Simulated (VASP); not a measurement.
AlCo, 2 atoms in the cell. It takes space group Pm-3m (No. 221, cubic). Conventional cell: a = 2.819 Å, b = 2.819 Å, c = 2.819 Å, α = 90.00°, β = 90.00°, γ = 90.00°. Within 3.2 Å of Al (site symmetry m-3m) lie 8 Co at 2.44 Å and 6 Al at 2.82 Å. Co (site symmetry m-3m) has 8 Al at 2.44 Å and 6 Co at 2.82 Å within 3.2 Å. 

```yaml
Program: VASP 6.6.1
Task: single point
Functional: PBE
Potentials_or_basis: VASP PAW PBE potentials, release 64 (Al, Co)
Cutoff: 520 eV
k_mesh: 10 × 10 × 10
Occupations: gaussian, width 0.1 eV
Spin: collinear spin, ferromagnetic start
Starting_moments: "[0.0, 1.8] μB"
Dipole_correction: no
Further_INCAR_settings: ALGO = Normal; EDIFF = 1e-06; NBANDS = 17
```

Potentials or basis: VASP PAW PBE potentials, release 64 (Al, Co).

Run with:

```console
$ cat potpaw_PBE.64/Al/POTCAR potpaw_PBE.64/Co/POTCAR > POTCAR
$ mpirun -np 1 vasp_std > vasp.out
```

Hardware: 1 thread of AMD EPYC 7R13, with other jobs on the host.

Task: Estimate the wall time of this run.

Result: Run time: 77 s on 1 thread of AMD EPYC 7R13 (shared host), peak memory 0.14 GiB. Counts: scf iterations 13, k points 56.
